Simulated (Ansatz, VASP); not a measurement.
## LaO6: VASP beside Ansatz

```
La O
1.0
     4.69302    0.00000    0.00000
     0.00000    4.69302    0.00000
     0.00000    0.00000    4.69302
La O
1 6
Cartesian
  0.0000 0.0000 0.0000
  4.0339 2.3465 2.3465
  0.6591 2.3465 2.3465
  2.3465 2.3465 4.0339
  2.3465 2.3465 0.6591
  2.3465 0.6591 2.3465
  2.3465 4.0339 2.3465
```

Change from the starting cell: species swapped into the PrB6 type (Pm-3m, No. 221).

Alike in both runs: functional PBE; k mesh 8 × 8 × 8; occupations gaussian, width 0.1 eV; no spin polarisation.

Ansatz relaxed the structure, and its values are those at the end. VASP's run is a single point on that final structure, the one shown.

|  | VASP | Ansatz |
| --- | --- | --- |
| version | VASP 6.6.1 | Ansatz 0.2.0 |
| potentials or method | VASP PAW PBE potentials, release 64 (La, O_h), cutoff 910 eV | scalar-relativistic, plane waves, PAW |
| valence electrons in the cell | 47 | 47 |

Ansatz gave:

- gap on the k mesh at the Fermi level (eV): none
- rms of the force components (eV/Å): 0.005

Task: Which values does VASP return?

Result: gap on the k mesh at the Fermi level (eV): none; rms of the force components (eV/Å): 0.004.

A gap of «none» marks a metal or a gap that the smearing closes.

Spin-orbit coupling is off throughout. Noted on VASP's run: the cutoff is short for stress, so the pressure is rough.
